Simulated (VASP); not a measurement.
# MoS2 (R3m) in VASP: notebook

Runs on MoS2. Level: LDA. Tasks: single point.

Program: VASP 6.6.1. These are calculated values, not measurements. Logs are shortened: lines on timing, memory, paths and dates and some standing lists are left out, and cuts for length are marked.

### Step 1. The cell of the first run

Symmetry: R3m, No. 160, trigonal system. Conventional cell: a = 3.117 Å, b = 3.117 Å, c = 18.201 Å, α = 90.00°, β = 90.00°, γ = 120.00°. Within 3.1 Å of Mo (site symmetry 3m) lie 6 S at 2.35 to 2.36 Å. S (site symmetry 3m) has 3 Mo at 2.36 Å and 1 S at 3.04 Å within 3.1 Å. S (site symmetry 3m) has 3 Mo at 2.35 Å and 1 S at 3.04 Å within 3.1 Å.

### Step 2. Single point, LDA (volume scaled by 0.96)

Input file INCAR:

```
  PREC = Accurate
  ENCUT = 520
  EDIFF = 1E-6
  ISMEAR = -1
  SIGMA = 0.05
  LREAL = F
  LASPH = T
  NELM = 100
  ALGO = Normal
  ISIF = 2
  LWAVE = F
  LCHARG = F
  GGA = CA
  NBANDS = 20
```

Input file KPOINTS:

```
Automatic mesh
0
Gamma
  10 10 10
```

Input file POSCAR:

```
MoS2
1.0
    1.5586460310      0.8998847055      6.0668817029
   -1.5586460310      0.8998847055      6.0668817029
    0.0000000000     -1.7997694111      6.0668817029
Mo S
1 2
Direct
    0.0000000000      0.0000000000      0.0000000000
    0.4170000000      0.4170000000      0.4170000000
    0.2500000000      0.2500000000      0.2500000000
```

Potentials or basis: VASP PAW LDA potentials, release 64 (Mo_sv, S).

Started as:

```sh
> cat potpaw_LDA.64/Mo_sv/POTCAR potpaw_LDA.64/S/POTCAR > POTCAR
> mpirun -np 1 vasp_std > vasp.out
```

OUTCAR:

```text
PREC = Accurate
   ENCUT = 520
   EDIFF = 1E-6
   ISMEAR = -1
   LREAL = F
   LASPH = T
   NELM = 100
   ISIF = 2
   GGA = CA

 ion  position               nearest neighbor table
   1  0.000  0.000  0.000-   3 2.35   3 2.35   3 2.35   2 2.36   2 2.36   2 2.36
   2  0.417  0.417  0.417-   1 2.36   1 2.36   1 2.36
   3  0.250  0.250  0.250-   1 2.35   1 2.35   1 2.35

  LATTYP: Found a trigonal (rhomboedric) cell.
 ALAT       =     6.3282085561
 COS(alpha) =     0.8786713335

  Lattice vectors:

 A1 = (   1.5586460310,   0.8998847055,   6.0668817029)
 A2 = (  -1.5586460310,   0.8998847055,   6.0668817029)
 A3 = (   0.0000000000,  -1.7997694111,   6.0668817029)

Analysis of symmetry for initial positions (statically):
=====================================================================
 Subroutine PRICEL returns:
 Original cell was already a primitive cell.

 Routine SETGRP: Setting up the symmetry group for a
 trigonal (rhombohedral) supercell.

 Subroutine GETGRP returns: Found  6 space group operations
 (whereof  6 operations were pure point group operations)
 out of a pool of 12 trial point group operations.

The static configuration has the point symmetry C_3v.

Analysis of symmetry for dynamics (positions and initial velocities):
=====================================================================
 Subroutine PRICEL returns:
 Original cell was already a primitive cell.

 Routine SETGRP: Setting up the symmetry group for a
 trigonal (rhombohedral) supercell.

 Subroutine GETGRP returns: Found  6 space group operations
 (whereof  6 operations were pure point group operations)
 out of a pool of 12 trial point group operations.

The dynamic configuration has the point symmetry C_3v.

 Subroutine INISYM returns: Found  6 space group operations
 (whereof  6 operations are pure point group operations),
 and found     1 'primitive' translations

----------------------------------------------------------------------------------------

                                     Primitive cell

  volume of cell :      51.0565

  direct lattice vectors                    reciprocal lattice vectors
     1.558646031  0.899884705  6.066881703     0.320791244  0.185208911  0.054943107
    -1.558646031  0.899884705  6.066881703    -0.320791244  0.185208911  0.054943107
     0.000000000 -1.799769411  6.066881703     0.000000000 -0.370417823  0.054943107

  length of vectors
     6.328208556  6.328208556  6.328208556     0.374470437  0.374470437  0.374470437

  position of ions in fractional coordinates (direct lattice)
     0.000000000  0.000000000  0.000000000
     0.417000000  0.417000000  0.417000000
     0.250000000  0.250000000  0.250000000

  ion indices of the primitive-cell ions
   primitive index   ion index
                 1           1
                 2           2
                 3           3

----------------------------------------------------------------------------------------

 KPOINTS: Automatic mesh

Automatic generation of k-mesh.
 Grid dimensions read from file:
 generate k-points for:   10   10   10

 Generating k-lattice:

  Cartesian coordinates                     Fractional coordinates (reciprocal lattice)
     0.032079124  0.018520891  0.005494311     0.100000000  0.000000000  0.000000000
    -0.032079124  0.018520891  0.005494311     0.000000000  0.100000000  0.000000000
     0.000000000 -0.037041782  0.005494311    -0.000000000 -0.000000000  0.100000000

  Length of vectors
     0.037447044  0.037447044  0.037447044

  Shift w.r.t. Gamma in fractional coordinates (k-lattice)
     0.000000000  0.000000000  0.000000000

 Subroutine IBZKPT returns following result:
 ===========================================

 Found    116 irreducible k-points:

 Following reciprocal coordinates:
            Coordinates               Weight
  0.000000  0.000000  0.000000      1.000000
  0.100000  0.000000  0.000000      6.000000
  0.200000  0.000000  0.000000      6.000000
  0.300000  0.000000  0.000000      6.000000
  0.400000  0.000000  0.000000      6.000000
  0.500000 -0.000000  0.000000      3.000000
[... 16 lines left out ...]
  0.300000  0.300000  0.000000      6.000000
  0.400000  0.300000  0.000000     12.000000
 [... further k-points ...]
   k-points           NKPTS =    116   k-points in BZ     NKDIM =    116   number of bands    NBANDS=     20
   number of dos      NEDOS =    301   number of ions     NIONS =      3
   total plane-waves  NPLWV = 110592
   dimension x,y,z NGX =    48 NGY =   48 NGZ =   48
   dimension x,y,z NGXF=    96 NGYF=   96 NGZF=   96
   ions per type =               1   2
   NGX,Y,Z   is equivalent  to a cutoff of  12.61, 12.61, 12.61 a.u.
   NGXF,Y,Z  is equivalent  to a cutoff of  25.22, 25.22, 25.22 a.u.
 SYSTEM =  unknown system
   PREC   = accura    normal or accurate (medium, high low for compatibility)
   ISTART =      0    job   : 0-new  1-cont  2-samecut
   ICHARG =      2    charge: 1-file 2-atom 10-const
   ISPIN  =      1    spin polarized calculation?
   LNONCOLLINEAR =      F non collinear calculations
   LSORBIT =      F    spin-orbit coupling
   LASPH  =      T    aspherical Exc in radial PAW
   ENCUT  =  520.0 eV  38.22 Ry    6.18 a.u.  11.77 11.77 11.77*2*pi/ulx,y,z
   NELM   =    100;   NELMIN=  2; NELMDL= -5     # of ELM steps
   EDIFF  = 0.1E-05   stopping-criterion for ELM
   LREAL  =      F    real-space projection
   EDIFFG = 0.1E-04   stopping-criterion for IOM
   NSW    =      0    number of steps for IOM
   IBRION =     -1    ionic relax: 0-MD 1-quasi-New 2-CG
   NFREE  =      0    steps in history (QN), initial steepest desc. (CG)
   ISIF   =      2    stress and relaxation
   ISYM   =      2    0-nonsym 1-usesym 2-fastsym
   POTIM  = 0.5000    time-step for ionic-motion
   TEBEG  =    0.0;   TEEND  =   0.0 temperature during run
   PSTRESS=    0.0 pullay stress
   NELECT =      26.0000    total number of electrons
   NUPDOWN=      -1.0000    fix difference up-down
   EMIN   =  10.00;   EMAX   =-10.00  energy-range for DOS
   EFERMI =   0.00;   METHOD = LEGACY
   ISMEAR =    -1;   SIGMA  =   0.05  broadening in eV -4-tet -1-fermi 0-gaus
   EFERMI_NEDOS =   21; number of points for ismear=-14 and -15
   IALGO  =     38    algorithm
   IMIX   =      4    mixing-type and parameters
     AMIX     =   0.40;   BMIX     =  1.00
     AMIX_MAG =   1.60;   BMIX_MAG =  1.00
  volume/ion in A,a.u.               =      17.02       114.85
  Fermi-wavevector in a.u.,A,eV,Ry     =   1.307321  2.470478 23.253556  1.709088
  Thomas-Fermi vector in A             =   2.438063
   LORBIT       =      0    0 simple, 1 ext, 2 COOP (PROOUT), +10 PAW based schemes
   GGA     = CA    functional components
   LHFCALC =     F    Hartree Fock is set to
   AEXX    =    0.0000 exact exchange contribution
   IVDW    =     0    specifies the selected vdW correction
   LEPSILON=     F    determine dielectric tensor
   LRPA    =     F    only Hartree local field effects (RPA)
 non-spin polarized calculation
  energy-cutoff  :      520.00
  volume of cell :       51.06
 maximum number of plane-waves:      1390
   NGX = 23   NGY = 23   NGZ = 23

 number of electron      26.0000000 magnetization

 Free energy of the ion-electron system (eV)
  ---------------------------------------------------
  ext. energy  EPLUGINS =         0.00000000
  ---------------------------------------------------
  free energy    TOTEN  =       -24.44758503 eV

  energy without entropy =      -24.44758309  energy(sigma->0) =      -24.44758406

 E-fermi :   8.4944     XC(G=0): -11.3240

 val. band max:        8.1164429959   @ k =   0.5000   0.5000   0.5000
 cond. band min:       8.9647489474   @ k =  -0.2000   0.2000   0.0000
 fundamental gap:      0.8483059516
 Fermi energy:         8.4944215124

 k-point     1 :       0.0000    0.0000    0.0000
  band No.  band energies     occupation
      1     -53.1349      2.00000
      2     -27.5483      2.00000
      3     -27.2530      2.00000
      4     -27.2530      2.00000
      5      -7.2731      2.00000
      6      -5.3809      2.00000
[... 12 lines left out ...]
     19      16.2505      0.00000
     20      16.5446      0.00000

 k-point     2 :       0.1000    0.0000    0.0000
  band No.  band energies     occupation
      1     -53.1299      2.00000
      2     -27.5387      2.00000
      3     -27.3009      2.00000
      4     -27.2637      2.00000
      5      -7.1052      2.00000
      6      -5.3361      2.00000
[... 12 lines left out ...]
     19      16.5958      0.00000
     20      16.9149      0.00000

 k-point     3 :       0.2000    0.0000    0.0000
  band No.  band energies     occupation
      1     -53.1168      2.00000
      2     -27.5136      2.00000
      3     -27.4246      2.00000
      4     -27.2917      2.00000
      5      -6.6379      2.00000
      6      -5.2111      2.00000
[... 12 lines left out ...]
     19      16.6906      0.00000
     20      17.1414      0.00000

 k-point     4 :       0.3000    0.0000    0.0000
  band No.  band energies     occupation
      1     -53.1006      2.00000
      2     -27.5743      2.00000
      3     -27.4823      2.00000
      4     -27.3260      2.00000
      5      -5.9840      2.00000
      6      -5.0385      2.00000
[... 12 lines left out ...]
     19      15.8332      0.00000
     20      16.3566      0.00000

 k-point     5 :       0.4000    0.0000    0.0000
  band No.  band energies     occupation
      1     -53.0875      2.00000
      2     -27.6930      2.00000
      3     -27.4568      2.00000
      4     -27.3536      2.00000
      5      -5.3556      2.00000
      6      -4.8829      2.00000
[... 12 lines left out ...]
     19      14.9761      0.00000
     20      15.6250      0.00000
[... 353 lines left out ...]
      6      -4.7751      2.00000
[... 12 lines left out ...]
     19      16.0991      0.00000
     20      17.0986      0.00000

 k-point    22 :      -0.2000    0.2000    0.0000
  band No.  band energies     occupation
      1     -53.0931      2.00000
      2     -27.5995      2.00000
      3     -27.4678      2.00000
      4     -27.3868      2.00000
      5      -5.6631      2.00000
      6      -4.9169      2.00000
[... 12 lines left out ...]
     19      16.2449      0.00000
     20      17.1911      0.00000

 k-point    23 :       0.3000    0.3000    0.0000
  band No.  band energies     occupation
      1     -53.1006      2.00000
      2     -27.5743      2.00000
      3     -27.4823      2.00000
      4     -27.3260      2.00000
      5      -5.9328      2.00000
      6      -5.1122      2.00000
[... 12 lines left out ...]
     19      15.9344      0.00000
     20      16.8365      0.00000

 k-point    24 :       0.4000    0.3000    0.0000
  band No.  band energies     occupation
      1     -53.0916      2.00000
      2     -27.6368      2.00000
      3     -27.4648      2.00000
      4     -27.3658      2.00000
      5      -5.5098      2.00000
      6      -5.0004      2.00000
[... 12 lines left out ...]
     19      15.7959      0.00000
     20      16.7189      0.00000

 [... further k-points ...]
[... 5 lines left out ...]
  --------------------------------------------------------------------------------------
  -------------------------------------------------------------------------------------
  Total        1.0862258      1.0862258      2.1111066      0.0000000     -0.0000000     -0.0000000
  in kB       34.0862769     34.0862769     66.2475155      0.0000000     -0.0000000     -0.0000000
  external PRESSURE =      44.8066898 kB  Pullay stress =       0.0000000 kB

 VOLUME and BASIS-vectors are now :
 -----------------------------------------------------------------------------
  energy-cutoff  :      520.00
  volume of cell :       51.06
      direct lattice vectors                 reciprocal lattice vectors
     1.558646031  0.899884705  6.066881703     0.320791244  0.185208911  0.054943107
    -1.558646031  0.899884705  6.066881703    -0.320791244  0.185208911  0.054943107
     0.000000000 -1.799769411  6.066881703     0.000000000 -0.370417823  0.054943107

 POSITION                                       TOTAL-FORCE (eV/Angst)
 -----------------------------------------------------------------------------------
      0.00000      0.00000      0.00000         0.000000     -0.000000      0.091283
      0.00000     -0.00000      7.58967         0.000000     -0.000000      0.733906
      0.00000     -0.00000      4.55016         0.000000      0.000000     -0.825189
 -----------------------------------------------------------------------------------
    total drift:                                0.000000     -0.000000      0.000008

  FREE ENERGIE OF THE ION-ELECTRON SYSTEM (eV)
  ---------------------------------------------------
  free  energy   TOTEN  =       -24.4475850324 eV

  energy  without entropy=      -24.4475830901  energy(sigma->0) =      -24.44758406
```

It took 6 min on 1 thread of Intel Xeon 6975P-C, shared host; peak memory 0.33 GiB.

What came out:

| Item | Value |
| --- | --- |
| Free energy | -24.4476 eV |
| Pressure | 4.5 GPa |
| Largest force | 0.825 eV/Å |
| Band gap on the k mesh | 0.85 eV, indirect (least direct gap 2.07 eV) |

Forces on the atoms (eV/Å):
```
Mo   0.000  0.000  0.091
S    0.000  0.000  0.734
S    0.000  0.000 -0.825
```

Stress tensor (GPa, compression positive):
```
3.41 0.00 0.00
0.00 3.41 0.00
0.00 0.00 6.62
```

Levels at points of the mesh, in eV from the valence-band top:
```
           k point  band 9  band 10  band 11  band 12  band 13  band 14  band 15  band 16  band 17  band 18
(0.00, 0.00, 0.00)   -3.70    -2.49    -2.49    -1.40    -1.28     2.05     2.05     2.55     2.55     5.52
(0.50, 0.00, 0.00)   -5.33    -4.30    -2.44    -1.72    -1.64     1.61     2.04     3.49     3.60     5.16
(0.50, 0.50, 0.00)   -5.02    -4.22    -3.08    -1.91    -1.43     1.56     2.19     2.99     4.09     5.94
(0.50, 0.50, 0.50)   -3.72    -3.72    -2.46    -2.46     0.00     2.15     2.15     2.41     2.41     5.55
```

 A k mesh can miss the band edges.

[end of part 1 of 2]
